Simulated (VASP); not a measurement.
A run of VASP 6.6.1 is set up as follows.

INCAR

```
  ALGO = Fast
  EDIFF = 1E-6
  ENCUT = 520
  GGA = PS
  ISIF = 2
  ISMEAR = 0
  IVDW = 12
  LASPH = True
  LCHARG = False
  LREAL = False
  LWAVE = False
  NBANDS = 30
  NELM = 80
  PREC = Accurate
  SIGMA = 0.15
```

File KPOINTS:

```
k-points
0
Gamma
  12 12 12
```

File POSCAR:

```
In3Sb
1.0
    4.0536213632      0.0000000000      0.0000000000
    0.0000000000      4.0536213632      0.0000000000
    0.0000000000      0.0000000000      6.0804320448
In Sb
3 1
Direct
    0.5000000000      0.5000000000      0.0000000000
    0.5000000000      0.0000000000      0.5000000000
    0.0000000000      0.5000000000      0.5000000000
    0.0000000000      0.0000000000      0.0000000000
```

Potentials or basis: VASP PAW PBE potentials, release 64 (In_d, Sb).

Command:

```console
$ cat potpaw_PBE.64/In_d/POTCAR potpaw_PBE.64/Sb/POTCAR > POTCAR
$ mpirun -np 1 vasp_std > vasp.out
```

Task: Predict the dispersion energy per atom.

Result: -0.416 eV.

Task: What does it give for the band gap on the k mesh?

Result: Zero (band 22 reaches 9.72 eV, above the bottom of band 23 at 4.69 eV).

Stress tensor (GPa, compression positive):
```
 7.09  0.00  0.00
 0.00  7.09  0.00
 0.00  0.00 -4.16
```

Caveat: the PAW data sets were made with another functional, which shifts forces and pressure a little; spin-orbit coupling is left out, which moves the levels of the heavy elements; pairwise dispersion overbinds metals, which lowers pressure and volume.
